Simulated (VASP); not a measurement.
## Se: single point with LDA

Crystal: Se.

```xyz
3
Lattice="4.5048 0.0000 0.0000 -2.2524 3.9013 0.0000 0.0000 0.0000 4.9788" Properties=species:S:1:pos:R:3 pbc="T T T"
Se    0.9816    0.0000    1.6596
Se   -0.4908    0.8501    3.3192
Se    1.7616    3.0512    0.0000
```

- Program: VASP 6.6.1
- Task: single point
- Functional: LDA
- Potentials or basis: VASP PAW LDA potentials, release 64 (Se)
- Cutoff: 520 eV
- k mesh: 6 × 6 × 5
- Occupations: fermi-dirac, width 0.01 eV
- Spin: no spin polarisation
- Dipole correction: no
- Further INCAR settings: ALGO = Normal; EDIFF = 1e-07; NBANDS = 16

```
Pressure               : -2.0 GPa
Largest force          : 0.120 eV/Å
Band gap on the k mesh : 1.35 eV (least direct gap 1.45 eV)
```

Forces on the atoms (eV/Å):
```
Se   0.120  0.000  0.000
Se  -0.060  0.104  0.000
Se  -0.060 -0.104  0.000
```

Stress tensor (GPa, compression positive):
```
-2.23  0.00  0.00
 0.00 -2.23  0.00
 0.00  0.00 -1.61
```

Levels at points of the mesh, in eV from the valence-band top:
```csv
k point,band 5,band 6,band 7,band 8,band 9,band 10,band 11,band 12,band 13,band 14
"(0.00, 0.00, 0.00)",-3.73,-3.48,-1.85,-1.85,-0.21,2.03,2.03,2.35,5.72,6.51
"(0.50, 0.00, 0.00)",-4.42,-3.10,-2.59,-1.67,-0.79,2.06,2.51,4.01,5.54,7.34
```

Wall time 47 s on 1 thread of Intel Xeon 8259CL, on a shared host, peak memory 0.19 GiB.

Caveat: an odd mesh through Γ misses points on the zone boundary, where band edges can lie.
